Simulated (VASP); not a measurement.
A run of VASP 6.6.1 is set up as follows.

INCAR

```
PREC = Accurate ; ENCUT = 400
EDIFF = 1E-6 ; ISMEAR = -1
SIGMA = 0.1 ; LREAL = False
LASPH = True ; NELM = 120
ALGO = Normal ; ISIF = 2
LWAVE = False ; LCHARG = True
GGA = PE ; LELF = True
LVHAR = True ; NBANDS = 28
GGA_COMPAT = False
```

Contents of KPOINTS:

```
Automatic mesh
0
Gamma
  2 3 3
```

Contents of POSCAR:

```
Al
1.0
    0.0000000000      6.0744150000      6.0744150000
    4.0496100000      0.0000000000      4.0496100000
    4.0496100000      4.0496100000      0.0000000000
Al
11
Direct
    0.0000000000      0.0000000000      0.5000000000
    0.0000000000      0.5000000000      0.0000000000
    0.0000000000      0.5000000000      0.5000000000
    0.3331049286     -0.0016592753     -0.0016592753
    0.3231643861      0.0042411706      0.5104106854
    0.3231643861      0.5104106854      0.0042411706
    0.3338256920      0.4995004688      0.4995004688
    0.6668950714      0.0016592753      0.0016592753
    0.6768356139     -0.0042411706      0.4895893146
    0.6768356139      0.4895893146     -0.0042411706
    0.6661743080      0.5004995312      0.5004995312
```

Potentials or basis: VASP PAW PBE potentials, release 64 (Al).

The run is started by

```console
$ cat potpaw_PBE.64/Al/POTCAR > POTCAR
$ mpirun -np 1 vasp_std > vasp.out
```

Task: Predict the band gap on the k mesh.

Result: Zero (an odd number of electrons rules out a gap without spin polarisation).

Task: What does it give for the pressure?

Result: -2.2 GPa.

Forces in eV/Å, atoms in the order of the input:
```
Al   0.000  0.000  0.000
Al   0.000  0.000  0.000
Al   0.000  0.000  0.000
Al  -0.006  0.003  0.003
Al   0.004 -0.001 -0.003
Al   0.004 -0.003 -0.001
Al  -0.001  0.000  0.000
Al   0.006 -0.003 -0.003
Al  -0.004  0.001  0.003
Al  -0.004  0.003  0.001
Al   0.001  0.000  0.000
```

Caveat: the k points lie up to 0.45 Å⁻¹ apart, too coarse for converged energies and pressures of a metal.
